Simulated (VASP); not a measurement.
The system is Au.

```
Au
1.0
     2.90000    0.00000    0.00000
    -1.45000    2.51147    0.00000
     0.00000    0.00000    4.88000
Au
2
Direct
  0.33333 0.66667 0.75000
  0.66667 0.33333 0.25000
```

This isn't the form of Au at room conditions, which is fcc.

Program: VASP 6.6.1. Alike in all runs: task electric field gradients; no spin polarisation; cell as given; cutoff (eV) 400.

Q: Order these runs on this cell by their pressure, lowest first.
A. level PBEsol; potentials or basis VASP PAW PBE potentials, release 64 (Au_sv_GW); k mesh 18 × 18 × 10; smearing fermi-dirac 0.05 eV
B. level PBE; potentials or basis VASP PAW PBE potentials, release 64 (Au_sv_GW); k mesh 17 × 17 × 9; smearing fermi-dirac 0.02 eV
C. level LDA; potentials or basis VASP PAW LDA potentials, release 64 (Au_sv_GW); k mesh 18 × 18 × 10; smearing fermi-dirac 0.05 eV

A: C (-14.1 GPa), A (-10.3 GPa), B (-2.3 GPa).

Caveats: the cell stands under tension (at least some runs); the PAW data sets were made with another functional, which shifts forces and pressure a little (at least some runs).
